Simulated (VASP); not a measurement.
Set up this calculation in VASP 6.6.1, as the native input.

- Task: single point
- Functional: PBE
- Potentials or basis: VASP PAW PBE potentials, release 64 (Mg, F)
- Cutoff: 520 eV
- k mesh: 9 × 4 × 1
- Occupations: gaussian, width 0.1 eV
- Spin: no spin polarisation
- Dipole correction: yes
- Further INCAR settings: ALGO = Normal; EDIFF = 1e-06; NBANDS = 18

The structure of Mg6F lies in POSCAR:

```
Mg6F
1.0
    3.2034417932      0.0000000000      0.0000000000
   -1.6017208966      7.8153198520      0.0000000000
    0.0000000000      0.0000000000     20.9851131634
Mg F
6 1
Direct
    0.8493879956      0.6987759913      0.1906113143
    0.5210014932      0.0420029864      0.2197581863
    0.1926149907      0.3852299814      0.2489050583
    0.3710660944      0.7414803149      0.3283003664
    0.0426232582      0.0834482649      0.3542380799
    0.7128162912      0.4251093731      0.3805132287
    0.7128162912      0.9251093731      0.4562812261
```

These files were run (other wordings do the same):

INCAR

```
PREC = Accurate
ENCUT = 520
EDIFF = 1E-6
ISMEAR = 0
SIGMA = 0.1
LREAL = F
LASPH = T
NELM = 60
ALGO = Normal
ISIF = 2
LWAVE = F
LCHARG = T
LDIPOL = T
IDIPOL = 3
DIPOL = 0.5 0.5 0.311
GGA = PE
LELF = T
LVHAR = T
LVACPOTAV = T
NBANDS = 18
```

KPOINTS

```
regular mesh
0
Gamma
  9 4 1
```

Potentials or basis: VASP PAW PBE potentials, release 64 (Mg, F).

Launch:

```sh
$ cat potpaw_PBE.64/Mg/POTCAR potpaw_PBE.64/F/POTCAR > POTCAR
$ mpirun -np 1 vasp_std > vasp.out
```

It gave:

The largest force is 2.499 eV/Å.

Caveat: an odd number of electrons without spin polarisation forces a metal; a magnetic or distorted state may lie lower.

Run time: 2.6 min on 1 thread of Intel(R) Xeon(R) 6975P-C (Granite Rapids), with other jobs on the host, peak memory 0.57 GiB.
